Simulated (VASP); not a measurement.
# KAl4: relaxation of cell and atoms with PBE

Crystal: KAl4.

```
K Al
1.0
     4.48589    0.00000    0.00000
    -2.24295    3.88490    0.00000
     0.00000    0.00000    5.92954
K Al
1 4
Direct
  0.00000 0.00000 0.00000
  0.33333 0.66667 0.00000
  0.66667 0.33333 0.00000
  0.33333 0.66667 0.50000
  0.66667 0.33333 0.50000
```

- Program: VASP 6.6.1
- Task: relaxation of cell and atoms
- Functional: PBE
- Potentials or basis: VASP PAW PBE potentials, release 64 (K_sv, Al)
- Cutoff: 600 eV
- k mesh: 6 × 6 × 4
- Occupations: gaussian, width 0.1 eV
- Spin: no spin polarisation
- Dipole correction: no
- Further INCAR settings: ALGO = Normal; EDIFF = 1e-06; IBRION = 2; EDIFFG = -0.04; NSW = 90; ISIF = 3

```json
{
  "Relaxed volume": "26.17 Å³/atom",
  "Relaxed cell": "a = 5.308 Å, b = 5.308 Å, c = 5.364 Å, α = 90.00°, β = 90.00°, γ = 120.00°",
  "Space group after relaxing (to 0.05 Å)": "P6/mmm (No. 191)",
  "Energy gained by relaxing": "442.0 meV/atom",
  "Ionic steps": "10",
  "Pressure after relaxing": "0.1 GPa"
}
```

The path:
```csv
step,energy change (eV),largest force (eV/Å),pressure (GPa),volume (Å³)
1,0.0000,0.0000,14.83,103.34
2,-2.0515,0.0000,-0.83,133.25
3,-2.0856,0.0000,-1.49,136.41
4,-2.0832,0.0000,-2.45,142.80
5,-2.0943,0.0000,-1.99,139.35
6,-2.0941,0.0000,-1.87,138.60
7,-2.2033,0.0000,-0.58,133.03
8,-2.2090,0.0000,-0.23,131.86
9,-2.2075,0.0000,0.50,129.52
10,-2.2102,0.0000,0.08,130.86
```

Final structure:
```xyz
5
Lattice="5.3076 0.0000 0.0000 -2.6538 4.5965 0.0000 0.0000 0.0000 5.3640" Properties=species:S:1:pos:R:3 pbc="T T T"
K     0.0000    0.0000    0.0000
Al    0.0000    3.0643    0.0000
Al    2.6538    1.5322    0.0000
Al    0.0000    3.0643    2.6820
Al    2.6538    1.5322    2.6820
```

Levels at points of the mesh, in eV from the Fermi level:
```
           k point  band 6  band 7  band 8  band 9  band 10  band 11  band 12  band 13  band 14
(0.00, 0.00, 0.00)   -3.36   -3.33   -2.90   -1.98    -1.98     0.59     1.28     1.87     1.87
(0.50, 0.00, 0.00)   -6.10   -2.24   -2.16   -2.04    -1.37    -1.13    -0.95     1.71     2.81
(0.00, 0.00, 0.50)   -6.71   -2.18   -2.01   -1.17    -1.17    -0.33    -0.33     1.72     2.44
(0.50, 0.00, 0.50)   -5.63   -4.99   -4.66   -1.18    -0.97     0.18     0.22     3.25     3.34
```

Wall time 2.2 min on 1 thread of Intel(R) Xeon(R) Platinum 8488C (Sapphire Rapids) (shared host), peak memory 0.26 GiB.

Caveat: the volume moved by over 15 % at a fixed basis, so the end points are rough.
